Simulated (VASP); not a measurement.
# VSi2 (P6_222) in VASP: relaxation of cell and atoms with PBE

Aim: the relaxation of cell and atoms of VSi2 with PBE.

Everything below comes from runs of VASP 6.6.1. Logs are shortened: lines on timing, memory, paths and dates and some standing lists are left out, and cuts for length are marked.

### 1 The cell of the first run

It takes space group P6_222 (No. 180, hexagonal). The conventional cell has a = 4.535 Å, b = 4.535 Å, c = 6.319 Å, α = 90.00°, β = 90.00°, γ = 120.00°. V (site symmetry 222) has 10 Si at 2.49 to 2.65 Å and 4 V at 3.09 Å within 3.3 Å. Si (site symmetry 2) has 9 Si at 2.46 to 3.14 Å and 5 V at 2.49 to 2.65 Å within 3.3 Å.

### 2 Relaxation of cell and atoms, PBE

File INCAR:

```
SYSTEM = VSi2
ALGO = Normal
EDIFF = 1E-6
EDIFFG = -0.005
ENCUT = 600
GGA = PE
IBRION = 2
ISIF = 3
ISMEAR = 0
LASPH = .True.
LCHARG = .False.
LREAL = .False.
LWAVE = .False.
NELM = 60
NSW = 100
PREC = Accurate
SIGMA = 0.1
```

File KPOINTS:

```
k-points
0
Gamma
  12 12 6
  0 0 0
```

File POSCAR:

```
VSi2
1.0
    4.5347995800      0.0000000000      0.0000000000
   -2.2673997900      3.9272516400      0.0000000000
    0.0000000000      0.0000000000      6.3189006300
V Si
3 6
Direct
    0.0000000000      0.5000000000      0.1666666700
    0.5000000000      0.5000000000      0.8333333300
    0.5000000000      0.0000000000      0.5000000000
    0.8375067800      0.6750135500      0.5000000000
    0.1624932300      0.8375067800      0.8333333300
    0.6750135500      0.8375067800      0.1666666700
    0.1624932200      0.3249864500      0.5000000000
    0.8375067800      0.1624932200      0.8333333300
    0.3249864500      0.1624932300      0.1666666700
```

Potentials or basis: VASP PAW PBE potentials, release 64 (V_sv, Si).

Launch:

```
$ cat potpaw_PBE.64/V_sv/POTCAR potpaw_PBE.64/Si/POTCAR > POTCAR
$ mpirun -np 1 vasp_std > vasp.out
```

OUTCAR:

```text
SYSTEM = VSi2
   EDIFF = 1E-6
   EDIFFG = -0.005
   ENCUT = 600
   GGA = PE
   IBRION = 2
   ISIF = 3
   ISMEAR = 0
   LASPH = .True.
   LREAL = .False.
   NELM = 60
   NSW = 100
   PREC = Accurate

 ion  position               nearest neighbor table
   1  0.000  0.500  0.167-   4 2.49   7 2.49   5 2.49   8 2.49   9 2.60   6 2.60   6 2.60   9 2.60
                             6 2.65   9 2.65
   2  0.500  0.500  0.833-   4 2.49   7 2.49   9 2.49   6 2.49   8 2.60   5 2.60   8 2.60   5 2.60
                             5 2.65   8 2.65
   3  0.500  0.000  0.500-   5 2.49   6 2.49   9 2.49   8 2.49   7 2.60   4 2.60   7 2.60   4 2.60
                             7 2.65   4 2.65
   4  0.838  0.675  0.500-   5 2.46   6 2.46   1 2.49   2 2.49   7 2.55   3 2.60   3 2.60   3 2.65
                             7 2.65   7 2.65   8 3.05   9 3.05   9 3.14   8 3.14
   5  0.162  0.838  0.833-   4 2.46   9 2.46   3 2.49   1 2.49   8 2.55   2 2.60   2 2.60   2 2.65
                             8 2.65   8 2.65   7 3.05   6 3.05   7 3.14   6 3.14
   6  0.675  0.838  0.167-   4 2.46   8 2.46   3 2.49   2 2.49   9 2.55   1 2.60   1 2.60   1 2.65
                             9 2.65   9 2.65   7 3.05   5 3.05   7 3.14   5 3.14
   7  0.162  0.325  0.500-   8 2.46   9 2.46   1 2.49   2 2.49   4 2.55   3 2.60   3 2.60   3 2.65
                             4 2.65   4 2.65   6 3.05   5 3.05   5 3.14   6 3.14
   8  0.838  0.162  0.833-   7 2.46   6 2.46   3 2.49   1 2.49   5 2.55   2 2.60   2 2.60   2 2.65
                             5 2.65   5 2.65   4 3.05   9 3.05   4 3.14   9 3.14
   9  0.325  0.162  0.167-   7 2.46   5 2.46   3 2.49   2 2.49   6 2.55   1 2.60   1 2.60   1 2.65
                             6 2.65   6 2.65   4 3.05   8 3.05   4 3.14   8 3.14

  LATTYP: Found a hexagonal cell.
 ALAT       =     4.5347995800
 C/A-ratio  =     1.3934244543

  Lattice vectors:

 A1 = (   4.5347995800,   0.0000000000,   0.0000000000)
 A2 = (  -2.2673997900,   3.9272516400,   0.0000000000)
 A3 = (   0.0000000000,   0.0000000000,   6.3189006300)

Analysis of symmetry for initial positions (statically):
=====================================================================
 Subroutine PRICEL returns:
 Original cell was already a primitive cell.

 Routine SETGRP: Setting up the symmetry group for a
 hexagonal supercell.

 Subroutine GETGRP returns: Found 12 space group operations
 (whereof  4 operations were pure point group operations)
 out of a pool of 24 trial point group operations.

The static configuration has the point symmetry D_2 .
 The point group associated with its full space group is D_6 .

Analysis of symmetry for dynamics (positions and initial velocities):
=====================================================================
 Subroutine PRICEL returns:
 Original cell was already a primitive cell.

[... 137 lines left out ...]
   ISMEAR =     0;   SIGMA  =   0.10  broadening in eV -4-tet -1-fermi 0-gaus
   EFERMI_NEDOS =   21; number of points for ismear=-14 and -15
   IALGO  =     38    algorithm
   IMIX   =      4    mixing-type and parameters
     AMIX     =   0.40;   BMIX     =  1.00
     AMIX_MAG =   1.60;   BMIX_MAG =  1.00
  volume/ion in A,a.u.               =      12.50        84.38
  Fermi-wavevector in a.u.,A,eV,Ry     =   1.349249  2.549712 24.769051  1.820474
  Thomas-Fermi vector in A             =   2.476852
   LORBIT       =      0    0 simple, 1 ext, 2 COOP (PROOUT), +10 PAW based schemes
   GGA     = PE    functional components
   LHFCALC =     F    Hartree Fock is set to
   AEXX    =    0.0000 exact exchange contribution
   IVDW    =     0    specifies the selected vdW correction
   LEPSILON=     F    determine dielectric tensor
   LRPA    =     F    only Hartree local field effects (RPA)
 conjugate gradient relaxation of ions
 non-spin polarized calculation
 Gauss-broadening in eV      SIGMA  =   0.10
  energy-cutoff  :      600.00
  volume of cell :      112.54
 maximum number of plane-waves:      3792
   NGX = 19   NGY = 19   NGZ = 25

--------------------------------------- Ionic step        1  -------------------------------------------

 number of electron      63.0000017 magnetization

 Free energy of the ion-electron system (eV)
  ---------------------------------------------------
  ext. energy  EPLUGINS =         0.00000000
  ---------------------------------------------------
  free energy    TOTEN  =       -63.86279630 eV

  energy without entropy =      -63.83100729  energy(sigma->0) =      -63.84690179

------------------------ aborting loop because EDIFF is reached ----------------------------------------

  FORCE on cell =-STRESS in cart. coord.  units (eV):
  Direction    XX          YY          ZZ          XY          YZ          ZX
  --------------------------------------------------------------------------------------
  -------------------------------------------------------------------------------------
  Total        2.5397882      2.5397882      3.2106060      0.0000000      0.0000000      0.0000000
  in kB       36.1592758     36.1592758     45.7097917      0.0000000      0.0000000      0.0000000
  external PRESSURE =      39.3427811 kB  Pullay stress =       0.0000000 kB
[... 245 lines left out ...]
--------------------------------------- Ionic step        7  -------------------------------------------

 number of electron      63.0000015 magnetization

 Free energy of the ion-electron system (eV)
  ---------------------------------------------------
  ext. energy  EPLUGINS =         0.00000000
  ---------------------------------------------------
  free energy    TOTEN  =       -63.89239425 eV

  energy without entropy =      -63.85965357  energy(sigma->0) =      -63.87602391

 E-fermi :  11.2327     XC(G=0): -12.1844

 val. band max:       11.2251706517   @ k =   0.3333   0.1667   0.5000
 cond. band min:      11.2384679552   @ k =   0.3333   0.3333   0.3333
 fundamental gap:      0.0132973035
 Fermi energy:        11.2326683347

 k-point     1 :       0.0000    0.0000    0.0000
  band No.  band energies     occupation
      1     -52.7384      2.00000
      2     -52.7233      2.00000
      3     -52.7233      2.00000
      4     -26.7001      2.00000
      5     -26.7001      2.00000
      6     -26.6802      2.00000
[... 949 lines left out ...]
     36      12.9319      0.00000
     37      13.1113      0.00000

 [... further k-points ...]

------------------------ aborting loop because EDIFF is reached ----------------------------------------

  FORCE on cell =-STRESS in cart. coord.  units (eV):
  Direction    XX          YY          ZZ          XY          YZ          ZX
  --------------------------------------------------------------------------------------
  -------------------------------------------------------------------------------------
  Total       -0.0308884     -0.0308884      0.0019259     -0.0000000      0.0000000      0.0000000
  in kB       -0.4304864     -0.4304864      0.0268412     -0.0000000      0.0000000      0.0000000
  external PRESSURE =      -0.2780439 kB  Pullay stress =       0.0000000 kB
[... 24 lines left out ...]
  FREE ENERGIE OF THE ION-ELECTRON SYSTEM (eV)
  ---------------------------------------------------
  free  energy   TOTEN  =       -63.8923942453 eV

  energy  without entropy=      -63.8596535657  energy(sigma->0) =      -63.87602391

 reached required accuracy - stopping structural energy minimisation
```

OSZICAR:

```text
N       E                     dE             d eps       ncg     rms          rms(c)
DAV:   1     0.768515535932E+03    0.76852E+03   -0.36247E+04  6096   0.189E+03
DAV:   2    -0.952884938879E+00   -0.76947E+03   -0.75548E+03  5629   0.540E+02
DAV:   3    -0.689298069674E+02   -0.67977E+02   -0.65634E+02  7390   0.138E+02
[... 56 lines left out ...]
DAV:   1    -0.638926156382E+02   -0.24268E-03   -0.48625E-03  6771   0.604E-01    0.161E-01
DAV:   2    -0.638926246515E+02   -0.90134E-05   -0.55923E-03  7382   0.444E-01    0.136E-01
DAV:   3    -0.638924002249E+02    0.22443E-03   -0.17783E-03  7244   0.237E-01    0.203E-02
DAV:   4    -0.638923951696E+02    0.50552E-05   -0.36952E-05  6858   0.410E-02    0.561E-03
DAV:   5    -0.638923942453E+02    0.92434E-06   -0.12261E-06  3920   0.802E-03
   7 F= -.63892394E+02 E0= -.63876024E+02  d E =-.215238E-04
```

It took 19 min on 1 thread of Intel Xeon Platinum 8259CL at 2.50GHz (Skylake/Cascade Lake), shared host; peak memory 0.45 GiB.

What came out:

| Property | Result |
| --- | --- |
| Free energy | -63.8924 eV |
| Relaxed volume | 12.77 Å³/atom |
| Relaxed cell | a = 4.566 Å, b = 4.566 Å, c = 6.368 Å, α = 90.00°, β = 90.00°, γ = 120.00° |
| Space group after relaxing (to 0.1 Å) | P6_222 (No. 180) |
| Energy gained by relaxing | 3.3 meV/atom |
| Ionic steps | 7 |
| Pressure after relaxing | 0.0 GPa |
| Band gap on the k mesh | zero (an odd number of electrons rules out a gap without spin polarisation) |

The path:
```tsv
step	energy change (eV)	largest force (eV/Å)	pressure (GPa)	volume (Å³)
1	0.0000	0.0524	3.93	112.54
2	0.0039	0.0094	-3.84	117.61
3	-0.0295	0.0207	0.03	114.95
4	-0.0295	0.0199	-0.09	115.00
5	-0.0296	0.0070	0.13	114.89
6	-0.0296	0.0091	0.06	114.91
7	-0.0296	0.0005	-0.03	114.96
```

Final structure:
```
V Si
1.0
     4.56568    0.00000    0.00000
    -2.28284    3.95399    0.00000
     0.00000    0.00000    6.36804
V Si
3 6
Direct
  0.00000 0.50000 0.16667
  0.50000 0.50000 0.83333
  0.50000 0.00000 0.50000
  0.83719 0.67437 0.50000
  0.16281 0.83719 0.83333
  0.67437 0.83719 0.16667
  0.16281 0.32563 0.50000
  0.83719 0.16281 0.83333
  0.32563 0.16281 0.16667
```

Levels at points of the mesh, in eV from the Fermi level:
| k point | band 30 | band 31 | band 32 | band 33 | band 34 | band 35 |
| --- | --- | --- | --- | --- | --- | --- |
| (0.00, 0.00, 0.00) | -1.80 | -1.80 | -1.71 | 0.36 | 2.07 | 2.41 |
| (0.50, 0.00, 0.00) | -0.57 | -0.12 | 0.04 | 0.42 | 1.03 | 1.39 |
| (0.00, 0.00, 0.50) | -1.85 | -1.57 | 0.54 | 0.54 | 2.05 | 2.43 |
| (0.50, 0.00, 0.50) | -1.28 | -0.46 | -0.06 | 0.82 | 1.25 | 1.71 |

Caveat: an odd number of electrons without spin polarisation forces a metal; a magnetic or distorted state may lie lower.
